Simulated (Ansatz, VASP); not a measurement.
## Two plane-wave programs on LiH3

```xyz
4
Lattice="2.8232 0.0000 0.0000 -1.4116 2.4450 0.0000 0.0000 0.0000 4.9389" Properties=species:S:1:pos:R:3 pbc="T T T"
Li    0.0000    0.0000    2.4695
H     0.0000    0.0000    3.9641
H     0.0000    0.0000    0.9748
H     0.0000    0.0000    0.0000
```

Alike in both runs: task relaxation of cell and atoms; functional PBE; k mesh 6 × 6 × 4; occupations gaussian, width 0.1 eV; no spin polarisation.

|  | VASP | Ansatz |
| --- | --- | --- |
| version | VASP 6.6.1 | Ansatz 0.2.0 |
| potentials or method | VASP PAW PBE potentials, release 64 (Li_sv, H_h), cutoff 1230 eV | scalar-relativistic, plane waves, PAW |
| valence electrons in the cell | 6 | 6 |

```csv
,VASP,Ansatz,Ansatz less VASP
"gap on the k mesh at the Fermi level, each at its own relaxed structure (eV)",2.27,2.40,+0.137
relaxed volume (Å³/atom),18.87,20.16,+1.291
relaxed length of the cell vector where the two differ most in proportion (Å),4.027,4.157,+0.1291
```

One of these differences is far larger than is usual between the two programs; its cause wasn't traced.

The k mesh is coarse, so the values compare programs but aren't converged. Noted on VASP's run: the volume moved by over 15 % at a fixed basis, so the end points are rough.
